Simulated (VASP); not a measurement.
Set up this calculation in VASP 6.6.1, as the native input.

```
Task                   : single point
Functional             : PBEsol
Potentials or basis    : VASP PAW PBE potentials, release 64 (Au)
Cutoff                 : 520 eV
k mesh                 : 12 × 12 × 12
Occupations            : fermi-dirac, width 0.06 eV
Spin                   : no spin polarisation
Dipole correction      : no
Further INCAR settings : ALGO = Normal; EDIFF = 1e-06; NBANDS = 12
```

The structure of Au lies in POSCAR:

```
Au
1.0
    0.0000000000      2.1161740000      2.1161740000
    2.1161740000      0.0000000000      2.1161740000
    2.1161740000      2.1161740000      0.0000000000
Au
1
Direct
    0.0000000000      0.0000000000      0.0000000000
```

These files were run (other wordings do the same):

INCAR

```
PREC = Accurate
ENCUT = 520
EDIFF = 1E-6
ISMEAR = -1
SIGMA = 0.06
LREAL = F
LASPH = T
NELM = 80
ALGO = Normal
ISIF = 2
LWAVE = F
LCHARG = T
GGA = PS
LELF = T
LVHAR = T
NBANDS = 12
```

KPOINTS

```
regular mesh
0
Gamma
  12 12 12
```

Potentials or basis: VASP PAW PBE potentials, release 64 (Au).

Command:

```bash
$ cat potpaw_PBE.64/Au/POTCAR > POTCAR
$ mpirun -np 1 vasp_std > vasp.out
```

Results of the run:

The pressure is -13.7 GPa.

Caveat: the PAW data sets were made with another functional, which shifts forces and pressure a little.

Run time: 7 s on 1 thread of Intel(R) Xeon(R) 6975P-C (Granite Rapids), on a shared host, peak memory 0.15 GiB.
